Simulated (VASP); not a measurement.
# C (Cmmm) in VASP: further runs, part 2 of 2

VASP 6.6.1. The steps go on from the part before.

**3. Single point, PBEsol+D3(BJ) (atoms displaced along a vibrational mode, the cell strained)**

INCAR

```
SYSTEM = C
PREC = Accurate
ENCUT = 520
EDIFF = 1E-7
ISMEAR = 0
SIGMA = 0.15
LREAL = .False.
LASPH = .True.
NELM = 80
ALGO = Normal
ISIF = 2
LWAVE = .False.
LCHARG = .True.
GGA = PS
IVDW = 12
LELF = .True.
LVHAR = .True.
NBANDS = 11
```

KPOINTS

```
regular mesh
0
Gamma
  21 21 12
  0 0 0
```

POSCAR

```
C
1.0
    2.4166153542      0.0000000000      0.0000000000
   -1.2083076771      2.0928502879      0.0000000000
    0.0000000000      0.0000000000      3.4705398879
C
2
Direct
    0.3427300877      0.6854601753      0.0000000000
    0.6572699123      0.3145398247      0.0000000000
```

Potentials or basis: VASP PAW PBE potentials, release 64 (C).

Run with:

```sh
$ cat potpaw_PBE.64/C/POTCAR > POTCAR
$ mpirun -np 1 vasp_std > vasp.out
```

OUTCAR:

```text
SYSTEM = C
   PREC = Accurate
   ENCUT = 520
   EDIFF = 1E-7
   ISMEAR = 0
   LREAL = .False.
   LASPH = .True.
   NELM = 80
   ISIF = 2
   GGA = PS
   IVDW = 12
 IVDW          = 12

 ion  position               nearest neighbor table
   1  0.343  0.685  0.000-   2 1.32   2 1.44   2 1.44
   2  0.657  0.315  0.000-   1 1.32   1 1.44   1 1.44

  LATTYP: Found a hexagonal cell.
 ALAT       =     2.4166153542
 C/A-ratio  =     1.4361159635

  Lattice vectors:

 A1 = (   2.4166153542,   0.0000000000,   0.0000000000)
 A2 = (  -1.2083076771,   2.0928502879,   0.0000000000)
 A3 = (   0.0000000000,   0.0000000000,   3.4705398879)

Analysis of symmetry for initial positions (statically):
=====================================================================
 Subroutine PRICEL returns:
 Original cell was already a primitive cell.

 Routine SETGRP: Setting up the symmetry group for a
 hexagonal supercell.

 Subroutine GETGRP returns: Found  8 space group operations
 (whereof  8 operations were pure point group operations)
 out of a pool of 24 trial point group operations.

The static configuration has the point symmetry D_2h.

Analysis of symmetry for dynamics (positions and initial velocities):
=====================================================================
 Subroutine PRICEL returns:
 Original cell was already a primitive cell.

 Routine SETGRP: Setting up the symmetry group for a
 hexagonal supercell.

 Subroutine GETGRP returns: Found  8 space group operations
 (whereof  8 operations were pure point group operations)
 out of a pool of 24 trial point group operations.

The dynamic configuration has the point symmetry D_2h.

 Subroutine INISYM returns: Found  8 space group operations
 (whereof  8 operations are pure point group operations),
 and found     1 'primitive' translations

----------------------------------------------------------------------------------------

                                     Primitive cell

  volume of cell :      17.5527

  direct lattice vectors                    reciprocal lattice vectors
     2.416615354  0.000000000  0.000000000     0.413801890  0.238908632  0.000000000
    -1.208307677  2.092850288  0.000000000     0.000000000  0.477817265  0.000000000
     0.000000000  0.000000000  3.470539888     0.000000000  0.000000000  0.288139607

  length of vectors
     2.416615354  2.416615354  3.470539888     0.477817265  0.477817265  0.288139607

  position of ions in fractional coordinates (direct lattice)
     0.342730088  0.685460175  0.000000000
     0.657269912  0.314539825  0.000000000

  ion indices of the primitive-cell ions
   primitive index   ion index
                 1           1
                 2           2

----------------------------------------------------------------------------------------

 KPOINTS: regular mesh

Automatic generation of k-mesh.
 Grid dimensions read from file:
 generate k-points for:   21   21   12

 Generating k-lattice:

  Cartesian coordinates                     Fractional coordinates (reciprocal lattice)
[... 21 lines left out ...]
  0.000000  0.095238  0.000000      2.000000
  0.142857  0.000000  0.000000      4.000000
[... 16 lines left out ...]
 -0.095238  0.047619  0.000000      2.000000
  0.095238  0.047619  0.000000      4.000000
 [... further k-points ...]
   k-points           NKPTS =    847   k-points in BZ     NKDIM =    847   number of bands    NBANDS=     11
   number of dos      NEDOS =    301   number of ions     NIONS =      2
   total plane-waves  NPLWV =   9072
   dimension x,y,z NGX =    18 NGY =   18 NGZ =   28
   dimension x,y,z NGXF=    36 NGYF=   36 NGZF=   56
   ions per type =               2
   NGX,Y,Z   is equivalent  to a cutoff of  12.38, 12.38, 13.41 a.u.
   NGXF,Y,Z  is equivalent  to a cutoff of  24.77, 24.77, 26.83 a.u.
 SYSTEM =  C
   PREC   = accura    normal or accurate (medium, high low for compatibility)
   ISTART =      0    job   : 0-new  1-cont  2-samecut
   ICHARG =      2    charge: 1-file 2-atom 10-const
   ISPIN  =      1    spin polarized calculation?
   LNONCOLLINEAR =      F non collinear calculations
   LSORBIT =      F    spin-orbit coupling
   LASPH  =      T    aspherical Exc in radial PAW
   ENCUT  =  520.0 eV  38.22 Ry    6.18 a.u.   4.49  4.49  6.45*2*pi/ulx,y,z
   NELM   =     80;   NELMIN=  2; NELMDL= -5     # of ELM steps
   EDIFF  = 0.1E-06   stopping-criterion for ELM
   LREAL  =      F    real-space projection
   EDIFFG = 0.1E-05   stopping-criterion for IOM
   NSW    =      0    number of steps for IOM
   IBRION =     -1    ionic relax: 0-MD 1-quasi-New 2-CG
   NFREE  =      0    steps in history (QN), initial steepest desc. (CG)
   ISIF   =      2    stress and relaxation
   ISYM   =      2    0-nonsym 1-usesym 2-fastsym
   POTIM  = 0.5000    time-step for ionic-motion
   TEBEG  =    0.0;   TEEND  =   0.0 temperature during run
   PSTRESS=    0.0 pullay stress
   NELECT =       8.0000    total number of electrons
   NUPDOWN=      -1.0000    fix difference up-down
   EMIN   =  10.00;   EMAX   =-10.00  energy-range for DOS
   EFERMI =   0.00;   METHOD = LEGACY
   ISMEAR =     0;   SIGMA  =   0.15  broadening in eV -4-tet -1-fermi 0-gaus
   EFERMI_NEDOS =   21; number of points for ismear=-14 and -15
   IALGO  =     38    algorithm
   IMIX   =      4    mixing-type and parameters
     AMIX     =   0.40;   BMIX     =  1.00
     AMIX_MAG =   1.60;   BMIX_MAG =  1.00
  volume/ion in A,a.u.               =       8.78        59.23
  Fermi-wavevector in a.u.,A,eV,Ry     =   1.259865  2.380799 21.595971  1.587259
  Thomas-Fermi vector in A             =   2.393403
   LORBIT       =      0    0 simple, 1 ext, 2 COOP (PROOUT), +10 PAW based schemes
   GGA     = PS    functional components
   LHFCALC =     F    Hartree Fock is set to
   AEXX    =    0.0000 exact exchange contribution
   IVDW    =    12    specifies the selected vdW correction
   LEPSILON=     F    determine dielectric tensor
   LRPA    =     F    only Hartree local field effects (RPA)
 non-spin polarized calculation
 Gauss-broadening in eV      SIGMA  =   0.15
  energy-cutoff  :      520.00
  volume of cell :       17.55
 maximum number of plane-waves:       488
 NGX is ok and might be reduce to    18
   NGX =  9   NGY =  9   NGZ = 13

 number of electron       8.0000000 magnetization

 Free energy of the ion-electron system (eV)
  ---------------------------------------------------
  ext. energy  EPLUGINS =         0.00000000
  ---------------------------------------------------
  free energy    TOTEN  =       -19.01841844 eV

  energy without entropy =      -19.01764414  energy(sigma->0) =      -19.01803129

 E-fermi :   4.6199     XC(G=0): -10.4048

 val. band max:        4.6035156376   @ k =  -0.2381  -0.3810   0.0833
 cond. band min:       4.6232757983   @ k =  -0.2857  -0.3810   0.0833
 fundamental gap:      0.0197601607
 Fermi energy:         4.6198962096

 k-point     1 :       0.0000    0.0000    0.0000
  band No.  band energies     occupation
      1     -15.3977      2.00000
      2      -2.5258      2.00000
      3       0.5355      2.00000
      4       2.9831      2.00000
      5       8.2523      0.00000
      6      11.7745      0.00000
      7      14.8670      0.00000
      8      17.1142      0.00000
      9      18.6185      0.00000
     10      27.2912      0.00000
     11      29.2300      0.00000
[... 309 lines left out ...]
 k-point    24 :       0.0952    0.0476    0.0000
  band No.  band energies     occupation
      1     -15.0087      2.00000
      2      -2.0687      2.00000
      3      -0.4539      2.00000
      4       1.6914      2.00000
      5       8.7335      0.00000
      6      12.7474      0.00000
      7      15.6155      0.00000
      8      15.8091      0.00000
      9      19.2398      0.00000
     10      28.3917      0.00000
     11      28.4488      0.00000

 [... further k-points ...]

------------------------ aborting loop because EDIFF is reached ----------------------------------------

 Edisp (eV)   -0.21160

 E8    (eV) :    -0.1029

  FORCE on cell =-STRESS in cart. coord.  units (eV):
  Direction    XX          YY          ZZ          XY          YZ          ZX
  --------------------------------------------------------------------------------------
  -------------------------------------------------------------------------------------
  Total       1.74731     4.71815     0.02566     0.00000     0.00000     0.00000
  in kB     159.49168   430.66504     2.34231     0.00000     0.00000     0.00000
  external pressure =      197.50 kB  Pullay stress =        0.00 kB

 VOLUME and BASIS-vectors are now :
 -----------------------------------------------------------------------------
  energy-cutoff  :      520.00
  volume of cell :       17.55
      direct lattice vectors                 reciprocal lattice vectors
     2.416615354  0.000000000  0.000000000     0.413801890  0.238908632  0.000000000
    -1.208307677  2.092850288  0.000000000     0.000000000  0.477817265  0.000000000
     0.000000000  0.000000000  3.470539888     0.000000000  0.000000000  0.288139607

 POSITION                                       TOTAL-FORCE (eV/Angst)
 -----------------------------------------------------------------------------------
      0.00000      1.43457      0.00000         0.000000     -5.406931      0.000000
      1.20831      0.65828      0.00000         0.000000      5.406931      0.000000
 -----------------------------------------------------------------------------------
    total drift:                               -0.000000      0.000000     -0.000000

  FREE ENERGIE OF THE ION-ELECTRON SYSTEM (eV)
  ---------------------------------------------------
  free  energy   TOTEN  =       -19.2300230987 eV

  energy  without entropy=      -19.2292488040  energy(sigma->0) =      -19.22963595
```

stdout:

```text
POSCAR found type information on POSCAR C
 POSCAR found :  1 types and       2 ions
 scaLAPACK will be used
 -----------------------------------------------------------------------------
|                                                                             |
|                                                                             |
|     You enforced a specific xc type in the INCAR file but a different       |
|     I HOPE YOU KNOW WHAT YOU ARE DOING!                                     |
|                                                                             |
 -----------------------------------------------------------------------------

 LDA part: xc-table for (Slater+PW92), standard interpolation
 POSCAR, INCAR and KPOINTS ok, starting setup
 FFT: planning ... GRIDC
 FFT: planning ... GRID_SOFT
 FFT: planning ... GRID
 WAVECAR not read
 entering main loop
```

Run time: 2.3 min. Hardware: 1 thread of Intel Xeon Platinum 8259CL at 2.50GHz (Skylake/Cascade Lake), shared host; peak memory 0.24 GiB.

Results:

* Free energy: -19.2300 eV
* Pressure: 19.7 GPa
* Largest force: 5.407 eV/Å
* Band gap on the k mesh: zero (bands 4 and 5 overlap by 0.25 eV)
* Dispersion energy per atom: -0.106 eV

Forces on the atoms (eV/Å):
```
C    0.000 -5.407  0.000
C    0.000  5.407  0.000
```

Caveat: the cell differs from its parent crystal (atoms displaced along a vibrational mode, the cell strained); the stress differs along the axes, from 0 to 43 GPa; the PAW data sets were made with another functional, which shifts forces and pressure a little.

The gap in the log of VASP goes by the Fermi energy; the results here count the filled bands.